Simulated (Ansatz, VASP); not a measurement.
**Hf2N in VASP and in Ansatz**

Contents of INCAR:

```
ALGO     = Normal         # electronic algorithm
EDIFF    = 1E-6           # SCF threshold, eV
ENCUT    = 520            # plane-wave cutoff, eV
GGA      = CA             # functional
ISIF     = 2              # what is computed and relaxed
ISMEAR   = 0              # smearing method
LASPH    = True           # aspherical terms in the spheres
LCHARG   = False          # write CHGCAR
LREAL    = False          # projectors in reciprocal space
LWAVE    = False          # write WAVECAR
NBANDS   = 34             # bands
NELM     = 60             # most SCF steps
PREC     = Accurate       # precision mode
SIGMA    = 0.15           # smearing width, eV
```

File KPOINTS:

```
k-points
0
Gamma
  8 8 12
```

The input POSCAR:

```
Hf2N
1.0
    4.8845074885      0.0000000000      0.0000000000
    0.0000000000      5.2521585898      0.0000000000
    0.0000000000      0.0000000000      3.2005839592
Hf N
4 2
Direct
    0.2954034337      0.2954034337      0.0000000000
    0.7045965663      0.7045965663      0.0000000000
    0.7954034337      0.2045965663      0.5000000000
    0.2045965663      0.7954034337      0.5000000000
    0.0000000000      0.0000000000      0.0000000000
    0.5000000000      0.5000000000      0.5000000000
```

Input for Ansatz:

```yaml
crystal:
  lattice:
    - [4.8845074885, 0.0, 0.0]
    - [0.0, 5.2521585898, 0.0]
    - [0.0, 0.0, 3.2005839592]
  atoms:
    - { symbol: Hf, position: [0.2954034337, 0.2954034337, 0.0] }
    - { symbol: Hf, position: [0.7045965663, 0.7045965663, 0.0] }
    - { symbol: Hf, position: [0.7954034337, 0.2045965663, 0.5] }
    - { symbol: Hf, position: [0.2045965663, 0.7954034337, 0.5] }
    - { symbol: "N", position: [0.0, 0.0, 0.0] }
    - { symbol: "N", position: [0.5, 0.5, 0.5] }
basis:
  ecutwfc: 520.0
kpoints:
  mp_grid: { grid: [8, 8, 12] }
hamiltonian:
  xc: lda
  pseudopotentials: { kind: paw, azcp: { folder: soft_1 } }
scf:
  occupations: { method: gaussian, width: 0.15 }
output:
  forces: true
  stress: true
  eigenvalues: true
```

Change from the starting cell: mode 4 frozen in at +0.000 Å, normal strain along x -0.0700.

Alike in both runs: task single point; functional LDA; k mesh 8 × 8 × 12; occupations gaussian, width 0.15 eV; no spin polarisation.

```csv
,VASP,Ansatz
version,VASP 6.6.1,Ansatz 0.2.0
potentials or method,"VASP PAW LDA potentials, release 64 (Hf_pv, N), cutoff 520 eV","scalar-relativistic, plane waves, PAW"
valence electrons in the cell,50,114
```

```tsv
	VASP	Ansatz	Ansatz less VASP
gap on the k mesh at the Fermi level (eV)	none	none	-
pressure (GPa)	18.3	18.3	-0.07
traceless stress, the component that is largest in VASP (GPa)	11.63	11.57	-0.056
rms of the force components (eV/Å)	0.149	0.150	+0.0002
```

Ansatz warns that its potentials were made for another functional, while VASP's fit it. LDA's correlation is that of Perdew and Zunger in VASP and of Perdew and Wang (1992) in Ansatz. Atom by atom the forces differ by 0.001 eV/Å (rms over components). A gap of «none» marks a metal or a gap that the smearing closes. VASP's potentials hold 50 valence electrons a cell and Ansatz's 114, so a difference there can come from the potentials and not from the codes.

Neither program's run includes spin-orbit coupling.
